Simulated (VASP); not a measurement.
# Sr (Pm-3n) in VASP: single point with LDA

Aim: the single point of Sr with LDA.

Program: VASP 6.6.1. These are calculated values, not measurements. Logs are shortened: lines on timing, memory, paths and dates and some standing lists are left out, and cuts for length are marked.

### Step 1. The cell of the first run

Symmetry: Pm-3n, No. 223, cubic system. Conventional cell: a = 7.333 Å, b = 7.333 Å, c = 7.333 Å, α = 90.00°, β = 90.00°, γ = 90.00°. Within 5.4 Å of Sr (site symmetry m-3) lie 12 Sr at 4.10 Å. Within 4.8 Å of Sr (site symmetry -4m2) lie 14 Sr at 3.67 to 4.49 Å.

### Step 2. Single point, LDA

File INCAR:

```
ALGO = Normal ; EDIFF = 1E-7
ENCUT = 520 ; GGA = CA
ISIF = 2 ; ISMEAR = -1
LASPH = T ; LCHARG = F
LREAL = F ; LWAVE = F
NBANDS = 50 ; NELM = 60
PREC = Accurate ; SIGMA = 0.1
```

File KPOINTS:

```
k-points
0
Gamma
  5 5 5
```

File POSCAR:

```
Sr
1.0
    7.3325648077      0.0000000000      0.0000000000
    0.0000000000      7.3325648077      0.0000000000
    0.0000000000      0.0000000000      7.3325648077
Sr
8
Direct
    1.0000000000      1.0000000000      0.0000000000
    0.5000000000      0.5000000000      0.5000000000
    0.2500000000      1.0000000000      0.5000000000
    0.7500000000      0.0000000000      0.5000000000
    0.5000000000      0.2500000000      1.0000000000
    0.5000000000      0.7500000000      1.0000000000
    0.0000000000      0.5000000000      0.2500000000
    0.0000000000      0.5000000000      0.7500000000
```

Potentials or basis: VASP PAW LDA potentials, release 64 (Sr_sv).

Command:

```console
$ cat potpaw_LDA.64/Sr_sv/POTCAR > POTCAR
$ mpirun -np 1 vasp_std > vasp.out
```

OUTCAR:

```text
EDIFF = 1E-7
   ENCUT = 520
   GGA = CA
   ISIF = 2
   ISMEAR = -1
   LASPH = T
   LREAL = F
   NELM = 60
   PREC = Accurate

 ion  position               nearest neighbor table
   1  0.000  0.000  0.000-   3 4.10   4 4.10   5 4.10   6 4.10   7 4.10   8 4.10   3 4.10   4 4.10
                             7 4.10   8 4.10   5 4.10   6 4.10
   2  0.500  0.500  0.500-   3 4.10   4 4.10   5 4.10   6 4.10   7 4.10   8 4.10   5 4.10   6 4.10
                             3 4.10   4 4.10   7 4.10   8 4.10
   3  0.250  0.000  0.500-   4 3.67   4 3.67   1 4.10   1 4.10   2 4.10   2 4.10   8 4.49   5 4.49
                             5 4.49   6 4.49   6 4.49   7 4.49   8 4.49   7 4.49
   4  0.750  0.000  0.500-   3 3.67   3 3.67   1 4.10   1 4.10   2 4.10   2 4.10   8 4.49   5 4.49
                             5 4.49   6 4.49   6 4.49   7 4.49   8 4.49   7 4.49
   5  0.500  0.250  0.000-   6 3.67   6 3.67   1 4.10   2 4.10   2 4.10   1 4.10   8 4.49   4 4.49
                             3 4.49   4 4.49   3 4.49   7 4.49   7 4.49   8 4.49
   6  0.500  0.750  0.000-   5 3.67   5 3.67   1 4.10   2 4.10   2 4.10   1 4.10   8 4.49   4 4.49
                             3 4.49   4 4.49   3 4.49   7 4.49   7 4.49   8 4.49
   7  0.000  0.500  0.250-   8 3.67   8 3.67   1 4.10   2 4.10   1 4.10   2 4.10   3 4.49   4 4.49
                             5 4.49   3 4.49   4 4.49   6 4.49   5 4.49   6 4.49
   8  0.000  0.500  0.750-   7 3.67   7 3.67   1 4.10   2 4.10   1 4.10   2 4.10   3 4.49   4 4.49
                             5 4.49   3 4.49   4 4.49   6 4.49   5 4.49   6 4.49

  LATTYP: Found a simple cubic cell.
 ALAT       =     7.3325648077

  Lattice vectors:

 A1 = (   7.3325648077,   0.0000000000,   0.0000000000)
 A2 = (   0.0000000000,   7.3325648077,   0.0000000000)
 A3 = (   0.0000000000,   0.0000000000,   7.3325648077)

Analysis of symmetry for initial positions (statically):
=====================================================================
 Subroutine PRICEL returns:
 Original cell was already a primitive cell.

 Routine SETGRP: Setting up the symmetry group for a
 simple cubic supercell.

 Subroutine GETGRP returns: Found 48 space group operations
 (whereof 24 operations were pure point group operations)
 out of a pool of 48 trial point group operations.

The static configuration has the point symmetry T_h .
 The point group associated with its full space group is O_h .

Analysis of symmetry for dynamics (positions and initial velocities):
=====================================================================
 Subroutine PRICEL returns:
 Original cell was already a primitive cell.

 Routine SETGRP: Setting up the symmetry group for a
 simple cubic supercell.

 Subroutine GETGRP returns: Found 48 space group operations
 (whereof 24 operations were pure point group operations)
[... 112 lines left out ...]
   NUPDOWN=      -1.0000    fix difference up-down
   EMIN   =  10.00;   EMAX   =-10.00  energy-range for DOS
   EFERMI =   0.00;   METHOD = LEGACY
   ISMEAR =    -1;   SIGMA  =   0.10  broadening in eV -4-tet -1-fermi 0-gaus
   EFERMI_NEDOS =   21; number of points for ismear=-14 and -15
   IALGO  =     38    algorithm
   IMIX   =      4    mixing-type and parameters
     AMIX     =   0.40;   BMIX     =  1.00
     AMIX_MAG =   1.60;   BMIX_MAG =  1.00
  volume/ion in A,a.u.               =      49.28       332.56
  Fermi-wavevector in a.u.,A,eV,Ry     =   0.962016  1.817946 12.591846  0.925475
  Thomas-Fermi vector in A             =   2.091438
   LORBIT       =      0    0 simple, 1 ext, 2 COOP (PROOUT), +10 PAW based schemes
   GGA     = CA    functional components
   LHFCALC =     F    Hartree Fock is set to
   AEXX    =    0.0000 exact exchange contribution
   IVDW    =     0    specifies the selected vdW correction
   LEPSILON=     F    determine dielectric tensor
   LRPA    =     F    only Hartree local field effects (RPA)
 non-spin polarized calculation
  energy-cutoff  :      520.00
  volume of cell :      394.25
 maximum number of plane-waves:     10659
 NGX is ok and might be reduce to    56
   NGX = 27   NGY = 27   NGZ = 27

 number of electron      80.0000002 magnetization

 Free energy of the ion-electron system (eV)
  ---------------------------------------------------
  ext. energy  EPLUGINS =         0.00000000
  ---------------------------------------------------
  free energy    TOTEN  =       -15.01839155 eV

  energy without entropy =      -14.76413972  energy(sigma->0) =      -14.89126563

 E-fermi :   1.8090     XC(G=0):  -7.9045

 val. band max:        1.7575219459   @ k =   0.2000   0.2000   0.0000
 cond. band min:       1.8264720293   @ k =   0.2000   0.0000   0.0000
 fundamental gap:      0.0689500834
 Fermi energy:         1.8089632090

 k-point     1 :       0.0000    0.0000    0.0000
  band No.  band energies     occupation
      1     -34.4802      2.00000
      2     -34.4724      2.00000
      3     -34.4456      2.00000
      4     -34.4456      2.00000
      5     -34.4450      2.00000
      6     -34.4136      2.00000
[... 519 lines left out ...]
     49       2.9365      0.00003
     50       2.9411      0.00002

------------------------ aborting loop because EDIFF is reached ----------------------------------------

  FORCE on cell =-STRESS in cart. coord.  units (eV):
  Direction    XX          YY          ZZ          XY          YZ          ZX
  --------------------------------------------------------------------------------------
  -------------------------------------------------------------------------------------
  Total       -0.0890197     -0.0890197     -0.0890197     -0.0000000     -0.0000000      0.0000000
  in kB       -0.3617671     -0.3617671     -0.3617671     -0.0000000     -0.0000000      0.0000000
  external PRESSURE =      -0.3617671 kB  Pullay stress =       0.0000000 kB

 VOLUME and BASIS-vectors are now :
 -----------------------------------------------------------------------------
  energy-cutoff  :      520.00
  volume of cell :      394.25
      direct lattice vectors                 reciprocal lattice vectors
     7.332564808  0.000000000  0.000000000     0.136377929  0.000000000  0.000000000
     0.000000000  7.332564808  0.000000000     0.000000000  0.136377929  0.000000000
     0.000000000  0.000000000  7.332564808     0.000000000  0.000000000  0.136377929

 POSITION                                       TOTAL-FORCE (eV/Angst)
 -----------------------------------------------------------------------------------
      0.00000      0.00000      0.00000         0.000000      0.000000      0.000000
      3.66628      3.66628      3.66628         0.000000      0.000000      0.000000
      1.83314      0.00000      3.66628         0.000000      0.000000     -0.000000
      5.49942      0.00000      3.66628        -0.000000     -0.000000     -0.000000
      3.66628      1.83314      0.00000         0.000000     -0.000000      0.000000
      3.66628      5.49942      0.00000        -0.000000      0.000000     -0.000000
      0.00000      3.66628      1.83314        -0.000000     -0.000000      0.000000
      0.00000      3.66628      5.49942         0.000000      0.000000      0.000000
 -----------------------------------------------------------------------------------
    total drift:                                0.000000      0.000000      0.000000

  FREE ENERGIE OF THE ION-ELECTRON SYSTEM (eV)
  ---------------------------------------------------
  free  energy   TOTEN  =       -15.0183915532 eV

  energy  without entropy=      -14.7641397163  energy(sigma->0) =      -14.89126563
```

stdout:

```text
POSCAR found type information on POSCAR Sr
 POSCAR found :  1 types and       8 ions
 scaLAPACK will be used
 LDA part: xc-table for (Slater(with rela. corr.)+CA(PZ))
 , standard interpolation
 POSCAR, INCAR and KPOINTS ok, starting setup
 FFT: planning ... GRIDC
 FFT: planning ... GRID_SOFT
 FFT: planning ... GRID
 WAVECAR not read
 entering main loop
```

Wall time 7.6 min (1 thread of Oxide Virtual Turin-like, shared host); peak memory 0.35 GiB.

What came out:

* Free energy: -15.0184 eV
* Pressure: 0.0 GPa
* Band gap on the k mesh: zero (band 40 reaches 1.97 eV, above the bottom of band 41 at 1.75 eV)
